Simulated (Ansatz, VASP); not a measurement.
## Sc2BP3 in VASP and in Ansatz

File INCAR:

```
ALGO = Normal
EDIFF = 1E-7
EDIFFG = -0.04
ENCUT = 600
GGA = PE
IBRION = 2
ISIF = 3
ISMEAR = 0
LASPH = True
LCHARG = False
LREAL = False
LWAVE = False
NELM = 80
NSW = 90
PREC = Accurate
SIGMA = 0.1
```

Contents of KPOINTS:

```
k-points
0
Gamma
  6 6 2
```

POSCAR

```
Sc2BP3
1.0
    3.6048571100      0.0000000000      0.0000000000
    0.0000000000      3.6048571100      0.0000000000
    0.0000000000      0.0000000000      7.9526584300
Sc B P
2 1 3
Direct
    0.5000000000      0.0000000000      0.7391930200
    0.0000000000      0.5000000000      0.2608069800
    0.5000000000      0.5000000000      0.0000000000
    0.5000000000      0.0000000000      0.3837740100
    0.0000000000      0.5000000000      0.6162259900
    0.0000000000      0.0000000000      0.0000000000
```

Input for Ansatz:

```yaml
crystal:
  lattice:
    - [3.60485711, 0.0, 0.0]
    - [0.0, 3.60485711, 0.0]
    - [0.0, 0.0, 7.95265843]
  atoms:
    - { symbol: Sc, position: [0.5, 0.0, 0.73919302] }
    - { symbol: Sc, position: [0.0, 0.5, 0.26080698] }
    - { symbol: B, position: [0.5, 0.5, 0.0] }
    - { symbol: P, position: [0.5, 0.0, 0.38377401] }
    - { symbol: P, position: [0.0, 0.5, 0.61622599] }
    - { symbol: P, position: [0.0, 0.0, 0.0] }
basis:
  ecutwfc: 420
kpoints:
  mp_grid: { grid: [6, 6, 2] }
hamiltonian:
  xc: pbe
scf:
  occupations: { method: gaussian, width: 0.1 }
  lower_state_search: "off"
output:
  forces: true
  stress: true
  eigenvalues: true
relax:
  adjacent_minimum: "off"
  f_tol: 0.04
  max_steps: 70
  cell: { stress_tol: 0.4 }
```

Change from the starting cell: species swapped into the Zr2Sb3Pd type (P-4m2, No. 115).

Alike in both runs: task relaxation of cell and atoms; functional PBE; k mesh 6 × 6 × 2; occupations gaussian, width 0.1 eV; no spin polarisation.

```csv
,VASP,Ansatz
version,VASP 6.6.1,Ansatz 0.2.0
potentials or method,"VASP PAW PBE potentials, release 64 (Sc_sv, B, P), cutoff 600 eV","scalar-relativistic, plane waves, PAW"
valence electrons in the cell,40,40
```

VASP gave:

| Quantity | Value |
| --- | --- |
| gap on the k mesh at the Fermi level, each at its own relaxed structure (eV) | none |
| relaxed volume (Å³/atom) | 14.69 |
| relaxed cell length with the largest relative difference (Å) | 8.401 |

Problem. What did Ansatz give for the same quantities?

Solution. gap on the k mesh at the Fermi level, each at its own relaxed structure (eV): none; relaxed volume (Å³/atom): 14.64; relaxed cell length with the largest relative difference (Å): 8.384.

A gap of «none» marks a metal or a gap that the smearing closes.

The k mesh is coarse, so the values compare programs but aren't converged.
